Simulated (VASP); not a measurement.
Write the native input for VASP 6.6.1 that does the following.

- Task: single point
- Functional: r2SCAN
- Potentials or basis: VASP PAW PBE potentials, release 64 (H)
- Cutoff: 520 eV
- k mesh: 1 × 1 × 5
- Occupations: gaussian, width 0.1 eV
- Spin: collinear spin
- Starting moments: [1.03, 1.03] μB
- Dipole correction: no
- Further INCAR settings: ALGO = Normal; EDIFF = 1e-07; NBANDS = 12

Crystal: H.

```xyz
2
Lattice="5.1702 0.0000 0.0000 -2.5851 4.4776 0.0000 0.0000 0.0000 3.8495" Properties=species:S:1:pos:R:3 pbc="T T T"
H     0.0000    2.9850    0.9624
H     2.5851    1.4925    2.8871
```

One way to write it, as run:

POSCAR

```
H
1.0
    5.1702470185      0.0000000000      0.0000000000
   -2.5851235093      4.4775652619      0.0000000000
    0.0000000000      0.0000000000      3.8495250000
H
2
Direct
    0.3333333333      0.6666666667      0.2500000000
    0.6666666667      0.3333333333      0.7500000000
```

INCAR.step1

```
SYSTEM = H
PREC     = Accurate       ! precision mode
ENCUT    = 520            ! plane-wave cutoff, eV
ISMEAR   = 0              ! smearing method
SIGMA    = 0.1            ! smearing width, eV
LREAL    = .False.        ! projectors in reciprocal space
LASPH    = .True.         ! aspherical terms in the spheres
NELM     = 150            ! most SCF steps
ISPIN    = 2              ! spin polarisation
MAGMOM   = 1.03 1.03      ! initial moments
NBANDS   = 12             ! bands
GGA      = PE             ! functional
ALGO     = Normal         ! electronic algorithm
EDIFF    = 1E-4           ! SCF threshold, eV
LWAVE    = .True.         ! write WAVECAR
LCHARG   = .False.        ! write CHGCAR
```

INCAR.step2

```
SYSTEM = H
PREC     = Accurate       ! precision mode
ENCUT    = 520            ! plane-wave cutoff, eV
EDIFF    = 1E-7           ! SCF threshold, eV
ISMEAR   = 0              ! smearing method
SIGMA    = 0.1            ! smearing width, eV
LREAL    = .False.        ! projectors in reciprocal space
LASPH    = .True.         ! aspherical terms in the spheres
NELM     = 150            ! most SCF steps
ALGO     = Normal         ! electronic algorithm
ISIF     = 2              ! what is computed and relaxed
LWAVE    = .False.        ! write WAVECAR
LCHARG   = .False.        ! write CHGCAR
ISPIN    = 2              ! spin polarisation
MAGMOM   = 1.03 1.03      ! initial moments
LORBIT   = 11             ! projections on sites
METAGGA  = R2SCAN         ! meta-GGA
LMIXTAU  = .True.       
NBANDS   = 12             ! bands
ISTART   = 1
```

KPOINTS

```
Automatic mesh
0
Gamma
  1 1 5
  0 0 0
```

Potentials or basis: VASP PAW PBE potentials, release 64 (H).

The run is started by

```console
$ cat potpaw_PBE.64/H/POTCAR > POTCAR
$ cp INCAR.step1 INCAR
$ mpirun -np 1 vasp_std > vasp.out
$ cp INCAR.step2 INCAR
$ mpirun -np 1 vasp_std > vasp.out
```

Results of the run:

```json
{
  "Pressure": "-0.2 GPa",
  "Band gap on the k mesh": "4.59 eV",
  "Net moment": "2.00 μB per cell",
  "Site moments": "H +0.38 μB",
  "Valence electrons inside the program's atomic spheres": "H 0.38"
}
```

Caveat: the k points lie up to 1.40 Å⁻¹ apart, too coarse for converged energies, forces and pressures; the atoms stand far beyond bonding distance; the PAW data sets were made with another functional, which shifts forces and pressure a little.

Run time: 97 s on 1 thread of AMD EPYC 7R13, with other jobs on the host, peak memory 0.21 GiB.
